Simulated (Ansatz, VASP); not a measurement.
SnSe in VASP and in Ansatz

```
Sn Se
1.0
     0.00000    3.01000    3.01000
     3.01000    0.00000    3.01000
     3.01000    3.01000    0.00000
Sn Se
1 1
Cartesian
  0.0000 0.0000 0.0000
  3.0100 3.0100 3.0100
```

Alike in both runs: functional PBEsol-based global hybrid; k mesh 4 × 4 × 4; occupations fermi-dirac, width 0.05 eV; no spin polarisation.

|  | VASP | Ansatz |
| --- | --- | --- |
| version | VASP 6.6.1 | Ansatz 0.2.0 |
| potentials or method | VASP PAW PBE potentials, release 64 (Sn_d, Se) | Ansatz PAW |
| plane-wave cutoff (eV) | 520 | 420 |
| valence electrons in the cell | 20 | 30 |
| task | single point | band structure |

```tsv
	VASP	Ansatz	Ansatz less VASP
gap on the k mesh at the Fermi level (eV)	1.10	0.96	-0.136
least direct gap on the mesh (eV)	1.10	0.96	-0.136
pressure (GPa)	-3.9	-3.7	+0.20
```

VASP's potentials were made for PBE, not for PBEsol-based global hybrid. The functional is the same, so the differences come from potentials, cutoffs and numerics. VASP's potentials hold 20 valence electrons a cell and Ansatz's 30, so a difference there can come from the potentials and not from the codes.

The k mesh is coarse, so the values compare programs but aren't converged. Noted on Ansatz's run: the k mesh misses the band edges, so the gap on the mesh is wider than the one along the path.
